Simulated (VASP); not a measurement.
LiF, 2 atoms in the cell. The structure is cubic, space group Fm-3m (No. 225). Conventional cell: a = 4.209 Å, b = 4.209 Å, c = 4.209 Å, α = 90.00°, β = 90.00°, γ = 90.00°. Within 2.8 Å of Li (site symmetry m-3m) lie 6 F at 2.10 Å. Within 2.8 Å of F (site symmetry m-3m) lie 6 Li at 2.10 Å.  This cell differs from its parent crystal: strained.

| Quantity | Value |
| --- | --- |
| Program | VASP 6.6.1 |
| Task | single point |
| Functional | PBEsol |
| Potentials or basis | VASP PAW PBE potentials, release 64 (Li_sv, F) |
| Cutoff | 520 eV |
| k mesh | 10 × 10 × 10 |
| Occupations | gaussian, width 0.02 eV |
| Spin | no spin polarisation |
| Dipole correction | no |
| Further INCAR settings | ALGO = Normal; EDIFF = 1e-07; NBANDS = 12 |

Potentials or basis: VASP PAW PBE potentials, release 64 (Li_sv, F).

The run is started by

```sh
$ cat potpaw_PBE.64/Li_sv/POTCAR potpaw_PBE.64/F/POTCAR > POTCAR
$ mpirun -np 1 vasp_std > vasp.out
```

Hardware: 1 thread of Intel(R) Xeon(R) Platinum 8375C CPU @ 2.90GHz (Ice Lake), with other jobs on the host.

**Question.** How long does it take, and how much memory?

**Answer.** Wall time 6.6 s on 1 thread of Intel(R) Xeon(R) Platinum 8375C CPU @ 2.90GHz (Ice Lake), on a shared host, peak memory 0.13 GiB. Counts: scf iterations 12, k points 47.
